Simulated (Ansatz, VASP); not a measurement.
## Two plane-wave programs on Re

```
Re
1.0
     1.47772   -4.85725    0.00000
     1.47772    4.85725    0.00000
     0.00000    0.00000    4.46888
Re
4
Direct
  0.13994 0.86006 0.00003
  0.63994 0.36006 0.49997
  0.86006 0.13994 0.99997
  0.36006 0.63994 0.50003
```

Alike in both runs: functional PBE; k mesh 6 × 6 × 4; occupations gaussian, width 0.1 eV; no spin polarisation.

Ansatz relaxed the structure, and its values are those at the end. VASP's run is a single point on that final structure, the one shown.

|  | VASP | Ansatz |
| --- | --- | --- |
| version | VASP 6.6.1 | Ansatz 0.2.0 |
| potentials or method | VASP PAW PBE potentials, release 64 (Re), cutoff 520 eV | scalar-relativistic, plane waves, PAW |
| valence electrons in the cell | 28 | 60 |

VASP gave:

```
gap on the k mesh at the Fermi level (eV) : none
pressure (GPa)                            : -0.7
rms of the force components (eV/Å)        : 0.029
```

Which values does Ansatz return?

gap on the k mesh at the Fermi level (eV): none; pressure (GPa): -0.1; rms of the force components (eV/Å): 0.011.

A gap of «none» marks a metal or a gap that the smearing closes. The functional is the same, so the differences come from potentials, cutoffs and numerics. VASP's potentials hold 28 valence electrons a cell and Ansatz's 60, so a difference there can come from the potentials and not from the codes.

The k mesh is coarse, so the values compare programs but aren't converged. Neither program's run includes spin-orbit coupling.
